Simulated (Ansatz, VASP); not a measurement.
**One calculation of PbSe, two programs**

File POSCAR:

```
PbSe
1.0
    0.0000000000      2.9651541308      3.1137716549
    2.9651541308      0.0000000000      3.1137716549
    2.9651541308      2.9651541308      0.0000000000
Pb Se
1 1
Direct
    0.0000000000      0.0000000000      0.0000000000
    0.5000000000      0.5000000000      0.5000000000
```

File INCAR.step1:

```
SYSTEM = PbSe
ALGO     = Normal         ! electronic algorithm
EDIFF    = 1E-4           ! SCF threshold, eV
ENCUT    = 520            ! plane-wave cutoff, eV
GGA      = PE             ! functional
ISMEAR   = -1             ! smearing method
LASPH    = .TRUE.         ! aspherical terms in the spheres
LCHARG   = .FALSE.        ! write CHGCAR
LREAL    = .FALSE.        ! projectors in reciprocal space
LWAVE    = .TRUE.         ! write WAVECAR
NBANDS   = 17             ! bands
NELM     = 80             ! most SCF steps
PREC     = Accurate       ! precision mode
SIGMA    = 0.02           ! smearing width, eV
```

The input INCAR.step2:

```
SYSTEM = PbSe
ALGO     = Normal         ! electronic algorithm
EDIFF    = 1E-7           ! SCF threshold, eV
ENCUT    = 520            ! plane-wave cutoff, eV
ISIF     = 2              ! what is computed and relaxed
ISMEAR   = -1             ! smearing method
ISTART   = 1            
LASPH    = .TRUE.         ! aspherical terms in the spheres
LCHARG   = .FALSE.        ! write CHGCAR
LMIXTAU  = .TRUE.       
LREAL    = .FALSE.        ! projectors in reciprocal space
LWAVE    = .FALSE.        ! write WAVECAR
METAGGA  = R2SCAN         ! meta-GGA
NBANDS   = 17             ! bands
NELM     = 80             ! most SCF steps
PREC     = Accurate       ! precision mode
SIGMA    = 0.02           ! smearing width, eV
```

File KPOINTS:

```
k-points
0
G
  8 8 8
  0 0 0
```

Input for Ansatz:

```yaml
crystal:
  lattice:
    - [0.0, 2.9651541308, 3.1137716549]
    - [2.9651541308, 0.0, 3.1137716549]
    - [2.9651541308, 2.9651541308, 0.0]
  atoms:
    - { symbol: Pb, position: [0.0, 0.0, 0.0] }
    - { symbol: Se, position: [0.5, 0.5, 0.5] }
kpoints:
  mp_grid: { grid: [8, 8, 8] }
  band_path:
    path:
      - [0.0, 0.0, 0.0]
      - [0.5, 0.0, 0.5]
      - [0.625, 0.25, 0.625]
      - [0.375, 0.375, 0.75]
      - [0.5, 0.5, 0.5]
      - [0.5, 0.25, 0.75]
      - [0.0, 0.0, 0.5]
    npoints: 1
hamiltonian:
  xc: r2scan
scf:
  occupations: { method: fermi_dirac, width: 0.02 }
  n_extra_bands: 4
output:
  forces: true
  stress: true
  eigenvalues: true
```

Change from the starting cell: epitaxial_xy strain -4.0%.

Alike in both runs: task single point; functional r2SCAN; k mesh 8 × 8 × 8; occupations fermi-dirac, width 0.02 eV; no spin polarisation.

|  | VASP | Ansatz |
| --- | --- | --- |
| version | VASP 6.6.1 | Ansatz 0.2.0 |
| potentials or method | VASP PAW PBE potentials, release 64 (Pb_d, Se) | plane waves, PAW |
| plane-wave cutoff (eV) | 520 | 500 |
| valence electrons in the cell | 20 | 30 |

VASP gave:

```
pressure (GPa)                                                : 4.9
traceless stress, the component that is largest in VASP (GPa) : -4.84
```

**Question.** Which values does Ansatz return?

**Answer.** Pressure (GPa): 4.9; traceless stress, the component that is largest in VASP (GPa): -4.82.

VASP's potentials were made for PBE, not for r2SCAN. VASP's potentials hold 20 valence electrons a cell and Ansatz's 30, so a difference there can come from the potentials and not from the codes.

Spin-orbit coupling is off throughout.
